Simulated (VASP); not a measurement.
# ZnCdC4N4 (P-43m) in VASP: a series of runs

The runs below take ZnCdC4N4 through single point, with PBE.

All numbers are computed with VASP 6.6.1; they aren't measurements. Logs are shortened: lines on timing, memory, paths and dates and some standing lists are left out, and cuts for length are marked.

## 1. The cell of the first run

It takes space group P-43m (No. 215, cubic). Conventional cell: a = 5.987 Å, b = 5.987 Å, c = 5.987 Å, α = 90.00°, β = 90.00°, γ = 90.00°. Within 2.5 Å of Zn (site symmetry -43m) lie 4 C at 1.92 Å. Cd (site symmetry -43m) has 4 N at 2.10 Å within 2.8 Å. Within 1.6 Å of C (site symmetry 3m) lie 1 N at 1.17 Å. Within 1.6 Å of N (site symmetry 3m) lie 1 C at 1.17 Å.

## 2. Single point, PBE

INCAR reads:

```
SYSTEM = ZnCdC4N4
PREC = Accurate
ENCUT = 520
EDIFF = 1E-6
ISMEAR = 0
SIGMA = 0.1
LREAL = .False.
LASPH = .True.
NELM = 60
ALGO = Normal
ISIF = 2
LWAVE = .False.
LCHARG = .False.
GGA = PE
NBANDS = 41
```

KPOINTS reads:

```
regular mesh
0
Gamma
  4 4 4
  0 0 0
```

POSCAR reads:

```
ZnCdC4N4
1.0
    5.9865449400      0.0000000000      0.0000000000
    0.0000000000      5.9865449400      0.0000000000
    0.0000000000      0.0000000000      5.9865449400
Zn Cd C N
1 1 4 4
Direct
    0.0000000000      0.0000000000      0.0000000000
    0.5000000000      0.5000000000      0.5000000000
    0.1848780000      0.1848780000      0.1848780000
    0.1848780000      0.8151220000      0.8151220000
    0.8151220000      0.1848780000      0.8151220000
    0.8151220000      0.8151220000      0.1848780000
    0.2977143400      0.2977143400      0.2977143400
    0.2977143400      0.7022856600      0.7022856600
    0.7022856600      0.2977143400      0.7022856600
    0.7022856600      0.7022856600      0.2977143400
```

Potentials or basis: VASP PAW PBE potentials, release 64 (Zn, Cd, C, N).

On the command line:

```console
$ cat potpaw_PBE.64/Zn/POTCAR potpaw_PBE.64/Cd/POTCAR potpaw_PBE.64/C/POTCAR potpaw_PBE.64/N/POTCAR > POTCAR
$ mpirun -np 1 vasp_std > vasp.out
```

OUTCAR:

```text
SYSTEM = ZnCdC4N4
   PREC = Accurate
   ENCUT = 520
   EDIFF = 1E-6
   ISMEAR = 0
   LREAL = .False.
   LASPH = .True.
   NELM = 60
   ISIF = 2
   GGA = PE

 ion  position               nearest neighbor table
   1  0.000  0.000  0.000-   3 1.92   4 1.92   5 1.92   6 1.92
   2  0.500  0.500  0.500-   7 2.10   8 2.10   9 2.10  10 2.10
   3  0.185  0.185  0.185-   7 1.17   1 1.92
   4  0.185  0.815  0.815-   8 1.17   1 1.92
   5  0.815  0.185  0.815-   9 1.17   1 1.92
   6  0.815  0.815  0.185-  10 1.17   1 1.92
   7  0.298  0.298  0.298-   3 1.17   2 2.10
   8  0.298  0.702  0.702-   4 1.17   2 2.10
   9  0.702  0.298  0.702-   5 1.17   2 2.10
  10  0.702  0.702  0.298-   6 1.17   2 2.10

  LATTYP: Found a simple cubic cell.
 ALAT       =     5.9865449400

  Lattice vectors:

 A1 = (   5.9865449400,   0.0000000000,   0.0000000000)
 A2 = (   0.0000000000,   5.9865449400,   0.0000000000)
 A3 = (   0.0000000000,   0.0000000000,   5.9865449400)

Analysis of symmetry for initial positions (statically):
=====================================================================
 Subroutine PRICEL returns:
 Original cell was already a primitive cell.

 Routine SETGRP: Setting up the symmetry group for a
 simple cubic supercell.

 Subroutine GETGRP returns: Found 24 space group operations
 (whereof 24 operations were pure point group operations)
 out of a pool of 48 trial point group operations.

The static configuration has the point symmetry T_d .

Analysis of symmetry for dynamics (positions and initial velocities):
=====================================================================
 Subroutine PRICEL returns:
 Original cell was already a primitive cell.

 Routine SETGRP: Setting up the symmetry group for a
 simple cubic supercell.

 Subroutine GETGRP returns: Found 24 space group operations
 (whereof 24 operations were pure point group operations)
 out of a pool of 48 trial point group operations.

The dynamic configuration has the point symmetry T_d .

 Subroutine INISYM returns: Found 24 space group operations
 (whereof 24 operations are pure point group operations),
 and found     1 'primitive' translations

----------------------------------------------------------------------------------------

                                     Primitive cell

  volume of cell :     214.5501

  direct lattice vectors                    reciprocal lattice vectors
     5.986544940  0.000000000  0.000000000     0.167041258  0.000000000  0.000000000
     0.000000000  5.986544940  0.000000000     0.000000000  0.167041258  0.000000000
     0.000000000  0.000000000  5.986544940     0.000000000  0.000000000  0.167041258

  length of vectors
     5.986544940  5.986544940  5.986544940     0.167041258  0.167041258  0.167041258

  position of ions in fractional coordinates (direct lattice)
     0.000000000  0.000000000  0.000000000
     0.500000000  0.500000000  0.500000000
     0.184878000  0.184878000  0.184878000
     0.184878000  0.815122000  0.815122000
     0.815122000  0.184878000  0.815122000
     0.815122000  0.815122000  0.184878000
     0.297714340  0.297714340  0.297714340
     0.297714340  0.702285660  0.702285660
     0.702285660  0.297714340  0.702285660
     0.702285660  0.702285660  0.297714340

  ion indices of the primitive-cell ions
   primitive index   ion index
                 1           1
                 2           2
                 3           3
                 4           4
                 5           5
                 6           6
                 7           7
                 8           8
                 9           9
                10          10

----------------------------------------------------------------------------------------

 KPOINTS: regular mesh

Automatic generation of k-mesh.
 Grid dimensions read from file:
 generate k-points for:    4    4    4

 Generating k-lattice:

  Cartesian coordinates                     Fractional coordinates (reciprocal lattice)
     0.041760315  0.000000000  0.000000000     0.250000000  0.000000000  0.000000000
     0.000000000  0.041760315  0.000000000     0.000000000  0.250000000  0.000000000
     0.000000000  0.000000000  0.041760315     0.000000000  0.000000000  0.250000000

  Length of vectors
     0.041760315  0.041760315  0.041760315

  Shift w.r.t. Gamma in fractional coordinates (k-lattice)
     0.000000000  0.000000000  0.000000000

 Subroutine IBZKPT returns following result:
 ===========================================

 Found     10 irreducible k-points:

 Following reciprocal coordinates:
            Coordinates               Weight
  0.000000  0.000000  0.000000      1.000000
  0.250000  0.000000  0.000000      6.000000
  0.500000  0.000000  0.000000      3.000000
  0.250000  0.250000  0.000000     12.000000
  0.500000  0.250000  0.000000     12.000000
  0.500000  0.500000  0.000000      3.000000
  0.250000  0.250000  0.250000      8.000000
  0.500000  0.250000  0.250000     12.000000
  0.500000  0.500000  0.250000      6.000000
  0.500000  0.500000  0.500000      1.000000
   k-points           NKPTS =     10   k-points in BZ     NKDIM =     10   number of bands    NBANDS=     41
   number of dos      NEDOS =    301   number of ions     NIONS =     10
   total plane-waves  NPLWV = 110592
   dimension x,y,z NGX =    48 NGY =   48 NGZ =   48
   dimension x,y,z NGXF=    96 NGYF=   96 NGZF=   96
   ions per type =               1   1   4   4
   NGX,Y,Z   is equivalent  to a cutoff of  13.33, 13.33, 13.33 a.u.
   NGXF,Y,Z  is equivalent  to a cutoff of  26.66, 26.66, 26.66 a.u.
 SYSTEM =  ZnCdC4N4
   PREC   = accura    normal or accurate (medium, high low for compatibility)
   ISTART =      0    job   : 0-new  1-cont  2-samecut
   ICHARG =      2    charge: 1-file 2-atom 10-const
   ISPIN  =      1    spin polarized calculation?
   LNONCOLLINEAR =      F non collinear calculations
   LSORBIT =      F    spin-orbit coupling
   LASPH  =      T    aspherical Exc in radial PAW
   ENCUT  =  520.0 eV  38.22 Ry    6.18 a.u.  11.13 11.13 11.13*2*pi/ulx,y,z
   NELM   =     60;   NELMIN=  2; NELMDL= -5     # of ELM steps
   EDIFF  = 0.1E-05   stopping-criterion for ELM
   LREAL  =      F    real-space projection
[... 7 lines left out ...]
   TEBEG  =    0.0;   TEEND  =   0.0 temperature during run
   PSTRESS=    0.0 pullay stress
   NELECT =      60.0000    total number of electrons
   NUPDOWN=      -1.0000    fix difference up-down
   EMIN   =  10.00;   EMAX   =-10.00  energy-range for DOS
   EFERMI =   0.00;   METHOD = LEGACY
   ISMEAR =     0;   SIGMA  =   0.10  broadening in eV -4-tet -1-fermi 0-gaus
   EFERMI_NEDOS =   21; number of points for ismear=-14 and -15
   IALGO  =     38    algorithm
   IMIX   =      4    mixing-type and parameters
     AMIX     =   0.40;   BMIX     =  1.00
     AMIX_MAG =   1.60;   BMIX_MAG =  1.00
  volume/ion in A,a.u.               =      21.46       144.79
  Fermi-wavevector in a.u.,A,eV,Ry     =   1.070571  2.023087 15.593954  1.146123
  Thomas-Fermi vector in A             =   2.206286
   LORBIT       =      0    0 simple, 1 ext, 2 COOP (PROOUT), +10 PAW based schemes
   GGA     = PE    functional components
   LHFCALC =     F    Hartree Fock is set to
   AEXX    =    0.0000 exact exchange contribution
   IVDW    =     0    specifies the selected vdW correction
   LEPSILON=     F    determine dielectric tensor
   LRPA    =     F    only Hartree local field effects (RPA)
 non-spin polarized calculation
 Gauss-broadening in eV      SIGMA  =   0.10
  energy-cutoff  :      520.00
  volume of cell :      214.55
 maximum number of plane-waves:      5832
 NGX is ok and might be reduce to    48
   NGX = 23   NGY = 23   NGZ = 23

 number of electron      60.0000028 magnetization

 Free energy of the ion-electron system (eV)
  ---------------------------------------------------
  ext. energy  EPLUGINS =         0.00000000
  ---------------------------------------------------
  free energy    TOTEN  =       -68.90028871 eV

  energy without entropy =      -68.90028871  energy(sigma->0) =      -68.90028871

 E-fermi :  -3.3574     XC(G=0):  -7.0491

 val. band max:       -3.8580766975   @ k =   0.5000   0.5000   0.0000
 cond. band min:       2.0167903736   @ k =   0.0000   0.0000   0.0000
 fundamental gap:      5.8748670711
 Fermi energy:        -3.3573822922

 k-point     1 :       0.0000    0.0000    0.0000
  band No.  band energies     occupation
      1     -19.1367      2.00000
      2     -19.0374      2.00000
      3     -19.0374      2.00000
      4     -19.0374      2.00000
      5     -10.3268      2.00000
      6     -10.3268      2.00000
[... 33 lines left out ...]
     40       5.1303      0.00000
     41       7.2010      0.00000

 k-point     2 :       0.2500    0.0000    0.0000
  band No.  band energies     occupation
      1     -19.1225      2.00000
      2     -19.0516      2.00000
      3     -19.0374      2.00000
      4     -19.0374      2.00000
      5     -10.4575      2.00000
      6     -10.3260      2.00000
[... 33 lines left out ...]
     40       4.9917      0.00000
     41       6.1982      0.00000

 k-point     3 :       0.5000    0.0000    0.0000
  band No.  band energies     occupation
      1     -19.0939      2.00000
      2     -19.0802      2.00000
      3     -19.0373      2.00000
      4     -19.0373      2.00000
      5     -10.5243      2.00000
      6     -10.3252      2.00000
[... 259 lines left out ...]
      2     -19.0568      2.00000
      3     -19.0516      2.00000
      4     -19.0516      2.00000
      5     -10.4547      2.00000
      6     -10.3229      2.00000
[... 33 lines left out ...]
     40       5.5544      0.00000
     41       5.5548      0.00000

 k-point    10 :       0.5000    0.5000    0.5000
  band No.  band energies     occupation
      1     -19.0912      2.00000
      2     -19.0516      2.00000
      3     -19.0516      2.00000
      4     -19.0516      2.00000
      5     -10.3206      2.00000
      6     -10.3206      2.00000
[... 33 lines left out ...]
     40       5.4194      0.00000
     41       5.4194      0.00000

------------------------ aborting loop because EDIFF is reached ----------------------------------------

  FORCE on cell =-STRESS in cart. coord.  units (eV):
  Direction    XX          YY          ZZ          XY          YZ          ZX
  --------------------------------------------------------------------------------------
  -------------------------------------------------------------------------------------
  Total        5.4409758      5.4409758      5.4409758     -0.0000000      0.0000000     -0.0000000
  in kB       40.6311053     40.6311053     40.6311053     -0.0000000      0.0000000     -0.0000000
  external PRESSURE =      40.6311053 kB  Pullay stress =       0.0000000 kB

 VOLUME and BASIS-vectors are now :
 -----------------------------------------------------------------------------
  energy-cutoff  :      520.00
  volume of cell :      214.55
      direct lattice vectors                 reciprocal lattice vectors
     5.986544940  0.000000000  0.000000000     0.167041258  0.000000000  0.000000000
     0.000000000  5.986544940  0.000000000     0.000000000  0.167041258  0.000000000
     0.000000000  0.000000000  5.986544940     0.000000000  0.000000000  0.167041258

 POSITION                                       TOTAL-FORCE (eV/Angst)
 -----------------------------------------------------------------------------------
      0.00000      0.00000      0.00000         0.000000      0.000000      0.000000
      2.99327      2.99327      2.99327         0.000000      0.000000      0.000000
      1.10678      1.10678      1.10678         0.871597      0.871597      0.871597
      1.10678      4.87976      4.87976         0.871597     -0.871597     -0.871597
      4.87976      1.10678      4.87976        -0.871597      0.871597     -0.871597
      4.87976      4.87976      1.10678        -0.871597     -0.871597      0.871597
      1.78228      1.78228      1.78228        -0.836867     -0.836867     -0.836867
      1.78228      4.20426      4.20426        -0.836867      0.836867      0.836867
      4.20426      1.78228      4.20426         0.836867     -0.836867      0.836867
      4.20426      4.20426      1.78228         0.836867      0.836867     -0.836867
 -----------------------------------------------------------------------------------
    total drift:                                0.000000      0.000000     -0.000000

  FREE ENERGIE OF THE ION-ELECTRON SYSTEM (eV)
  ---------------------------------------------------
  free  energy   TOTEN  =       -68.9002887120 eV

  energy  without entropy=      -68.9002887120  energy(sigma->0) =      -68.90028871
```

It took 3 min on 1 thread of Oxide Virtual Turin-like, shared host; peak memory 0.34 GiB.

What came out:

```yaml
Free_energy: -68.9003 eV
Pressure: 4.1 GPa
Largest_force: 1.510 eV/Å
Band_gap_on_the_k_mesh: 5.87 eV (least direct gap 5.96 eV)
```

Forces in eV/Å, atoms in the order of the input:
```
Zn   0.000  0.000  0.000
Cd   0.000  0.000  0.000
C    0.872  0.872  0.872
C    0.872 -0.872 -0.872
C   -0.872  0.872 -0.872
C   -0.872 -0.872  0.872
N   -0.837 -0.837 -0.837
N   -0.837  0.837  0.837
N    0.837 -0.837  0.837
N    0.837  0.837 -0.837
```

Levels at points of the mesh, in eV from the valence-band top:
| k point | band 28 | band 29 | band 30 | band 31 | band 32 | band 33 |
| --- | --- | --- | --- | --- | --- | --- |
| (0.00, 0.00, 0.00) | -0.45 | -0.45 | -0.45 | 5.87 | 5.87 | 5.87 |
| (0.50, 0.00, 0.00) | -0.36 | -0.01 | -0.01 | 5.98 | 5.98 | 6.23 |
| (0.50, 0.50, 0.00) | -0.49 | 0.00 | 0.00 | 6.18 | 6.27 | 6.33 |
| (0.50, 0.50, 0.50) | -0.48 | -0.48 | -0.48 | 6.32 | 6.32 | 6.32 |

Caveat: the cell stands under pressure; forces of over 1 eV/Å act on the atoms, so gaps and moduli don't describe the material at rest.

## 3. Single point, PBE

This run uses another cell than the first one, of 23.69 Å³/atom.

INCAR reads:

```
SYSTEM = ZnCdC4N4
PREC     = Accurate       ! precision mode
ENCUT    = 520            ! plane-wave cutoff, eV
EDIFF    = 1E-6           ! SCF threshold, eV
ISMEAR   = 0              ! smearing method
SIGMA    = 0.1            ! smearing width, eV
LREAL    = .FALSE.        ! projectors in reciprocal space
LASPH    = .TRUE.         ! aspherical terms in the spheres
NELM     = 60             ! most SCF steps
ALGO     = Normal         ! electronic algorithm
ISIF     = 2              ! what is computed and relaxed
LWAVE    = .FALSE.        ! write WAVECAR
LCHARG   = .FALSE.        ! write CHGCAR
GGA      = PE             ! functional
NBANDS   = 41             ! bands
```

KPOINTS reads:

```
Automatic mesh
0
G
  4 4 4
  0 0 0
```

POSCAR reads:

```
ZnCdC4N4
1.0
    6.1872578575      0.0000000000      0.0000000000
    0.0000000000      6.1872578575      0.0000000000
    0.0000000000      0.0000000000      6.1872578575
Zn Cd C N
1 1 4 4
Direct
    0.0000000000      0.0000000000      0.0000000000
    0.5000000000      0.5000000000      0.5000000000
    0.1874622899      0.1874622899      0.1874622899
    0.1874622899      0.8125377101      0.8125377101
    0.8125377101      0.1874622899      0.8125377101
    0.8125377101      0.8125377101      0.1874622899
    0.2959998413      0.2959998413      0.2959998413
    0.2959998413      0.7040001587      0.7040001587
    0.7040001587      0.2959998413      0.7040001587
    0.7040001587      0.7040001587      0.2959998413
```

Potentials or basis: VASP PAW PBE potentials, release 64 (Zn, Cd, C, N).

On the command line:

```console
$ cat potpaw_PBE.64/Zn/POTCAR potpaw_PBE.64/Cd/POTCAR potpaw_PBE.64/C/POTCAR potpaw_PBE.64/N/POTCAR > POTCAR
$ mpirun -np 1 vasp_std > vasp.out
```

Wall time 2.6 min (1 thread of Oxide Virtual Turin-like, shared host); peak memory 0.34 GiB.

Results (log left out):

```
Free energy            : -69.3070 eV
Pressure               : 0.6 GPa
Largest force          : 0.378 eV/Å
Band gap on the k mesh : 6.06 eV (least direct gap 6.16 eV)
```

Forces in eV/Å, atoms in the order of the input:
```
Zn   0.000  0.000  0.000
Cd   0.000  0.000  0.000
C   -0.218 -0.218 -0.218
C   -0.218  0.218  0.218
C    0.218 -0.218  0.218
C    0.218  0.218 -0.218
N    0.197  0.197  0.197
N    0.197 -0.197 -0.197
N   -0.197  0.197 -0.197
N   -0.197 -0.197  0.197
```

Levels at points of the mesh, in eV from the valence-band top:
```tsv
k point	band 27	band 28	band 29	band 30	band 31	band 32	band 33	band 34
(0.00, 0.00, 0.00)	-0.92	-0.31	-0.31	-0.31	6.06	6.06	6.06	6.58
(0.50, 0.00, 0.00)	-0.89	-0.33	-0.01	-0.01	6.19	6.19	6.42	6.56
(0.50, 0.50, 0.00)	-0.82	-0.43	0.00	0.00	6.29	6.50	6.53	6.53
(0.50, 0.50, 0.50)	-0.80	-0.33	-0.33	-0.33	6.49	6.49	6.49	6.90
```

[end of part 1 of 2]
